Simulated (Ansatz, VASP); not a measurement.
Two plane-wave programs on HfO2

```
CELL_PARAMETERS angstrom
3.57669 0.00000 0.00000
0.00000 3.57669 0.00000
0.00000 0.00000 5.20222
ATOMIC_POSITIONS crystal
Hf 0.50000 0.50000 0.50000
Hf 0.00000 0.00000 0.00000
O 0.00000 0.50000 0.69621
O 0.50000 0.00000 0.80379
O 0.50000 0.00000 0.30379
O 0.00000 0.50000 0.19621
```

Alike in both runs: task single point; functional r2SCAN; k mesh 6 × 6 × 4; no spin polarisation.

|  | VASP | Ansatz |
| --- | --- | --- |
| version | VASP 6.6.1 | Ansatz 0.2.0 |
| potentials or method | VASP PAW PBE potentials, release 64 (Hf_pv, O) | plane waves |
| plane-wave cutoff (eV) | 520 | 500 |
| occupations | gaussian, width 0.01 eV | fixed |
| valence electrons in the cell | 44 | 76 |

Ansatz gave:

* gap on the k mesh at the Fermi level (eV): 5.26
* pressure (GPa): 0.0
* traceless stress, the component that is largest in VASP (GPa): 0.00
* rms of the force components (eV/Å): 0.000

Estimate VASP's values.

gap on the k mesh at the Fermi level (eV): 5.24; pressure (GPa): -3.6; traceless stress, the component that is largest in VASP (GPa): 0.16; rms of the force components (eV/Å): 0.032.

VASP's potentials were made for PBE, not for r2SCAN. Atom by atom the forces differ by 0.032 eV/Å (rms over components). VASP's potentials hold 44 valence electrons a cell and Ansatz's 76, so a difference there can come from the potentials and not from the codes.

Neither program's run includes spin-orbit coupling.
